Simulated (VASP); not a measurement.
Wanted: the native input for a VASP 6.6.1 run.

- Task: single point
- Functional: PBEsol
- Potentials or basis: VASP PAW PBE potentials, release 64 (Al, Cu)
- Cutoff: 520 eV
- k mesh: 12 × 10 × 10
- Occupations: gaussian, width 0.15 eV
- Spin: no spin polarisation
- Dipole correction: no
- Further INCAR settings: ALGO = Fast; EDIFF = 1e-06; NBANDS = 26

The structure of Al2Cu lies in POSCAR:

```
Al2Cu
1.0
    4.0841721965      0.0000000000      0.0000000000
    0.0000000000      4.0841721965      2.8463947513
    0.0000000000     -4.0841721965      2.8463947513
Al Cu
4 2
Direct
    0.5000000000      0.7557910875      0.7442089125
    0.5000000000      0.2557910875      0.2442089125
    0.0000000000      0.4755152341      0.0244847659
    0.0000000000     -0.0244847659      0.5244847659
    0.0000000000      0.0079373084      0.9920626916
    0.0000000000      0.5079373084      0.4920626916
```

This cell differs from its parent crystal: atoms displaced along a vibrational mode.

The input as run:

INCAR

```
ALGO     = Fast           # electronic algorithm
EDIFF    = 1E-6           # SCF threshold, eV
ENCUT    = 520            # plane-wave cutoff, eV
GGA      = PS             # functional
ISIF     = 2              # what is computed and relaxed
ISMEAR   = 0              # smearing method
LASPH    = True           # aspherical terms in the spheres
LCHARG   = False          # write CHGCAR
LREAL    = False          # projectors in reciprocal space
LWAVE    = False          # write WAVECAR
NBANDS   = 26             # bands
NELM     = 80             # most SCF steps
PREC     = Accurate       # precision mode
SIGMA    = 0.15           # smearing width, eV
```

KPOINTS

```
k-points
0
Gamma
  12 10 10
```

Potentials or basis: VASP PAW PBE potentials, release 64 (Al, Cu).

The run is started by

```console
$ cat potpaw_PBE.64/Al/POTCAR potpaw_PBE.64/Cu/POTCAR > POTCAR
$ mpirun -np 1 vasp_std > vasp.out
```

It gave:

```
Pressure               : 3.7 GPa
Largest force          : 2.687 eV/Å
Band gap on the k mesh : zero (bands 17 and 18 overlap by 3.41 eV)
```

Caveat: the cell differs from its parent crystal (atoms displaced along a vibrational mode); the cell stands under pressure; the PAW data sets were made with another functional, which shifts forces and pressure a little.

Run time: 5.6 min on 1 thread of AMD EPYC 9R45 96-Core Processor (Zen 5) (shared host), peak memory 0.51 GiB.
